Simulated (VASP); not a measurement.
Write the native input for VASP 6.6.1 that does the following.

```
Task                   : single point
Functional             : PBEsol
Potentials or basis    : VASP PAW PBE potentials, release 64 (Si)
Cutoff                 : 500 eV
k mesh                 : 4 × 4 × 4
Occupations            : gaussian, width 0.02 eV
Spin                   : no spin polarisation
Dipole correction      : no
Further INCAR settings : ALGO = Normal; EDIFF = 1e-06; NBANDS = 11
```

The structure of Si lies in POSCAR:

```
Si
1.0
    0.0000000000      2.7167270371      2.7167270371
    2.7167270371      0.0000000000      2.7167270371
    2.7167270371      2.7167270371      0.0000000000
Si
2
Direct
    0.5000000000      0.5000000000      0.5000000000
    0.7500000000      0.7500000000      0.7500000000
```

The input as run:

INCAR

```
  ALGO = Normal
  EDIFF = 1E-6
  ENCUT = 500
  GGA = PS
  GGA_COMPAT = F
  ISIF = 2
  ISMEAR = 0
  LASPH = T
  LCHARG = T
  LELF = T
  LREAL = F
  LVHAR = T
  LWAVE = F
  NBANDS = 11
  NELM = 120
  PREC = Accurate
  SIGMA = 0.02
```

KPOINTS

```
k-points
0
Gamma
  4 4 4
```

Potentials or basis: VASP PAW PBE potentials, release 64 (Si).

Launch:

```console
$ cat potpaw_PBE.64/Si/POTCAR > POTCAR
$ mpirun -np 1 vasp_std > vasp.out
```

It gave:

* Pressure: 0.8 GPa
* Band gap on the k mesh: 0.57 eV, indirect (least direct gap 2.50 eV)

Caveat: the k points lie up to 0.50 Å⁻¹ apart; the PAW data sets were made with another functional, which shifts forces and pressure a little.

Wall time 5.9 s on 1 thread of Intel Xeon 8259CL (shared host), peak memory 0.14 GiB.
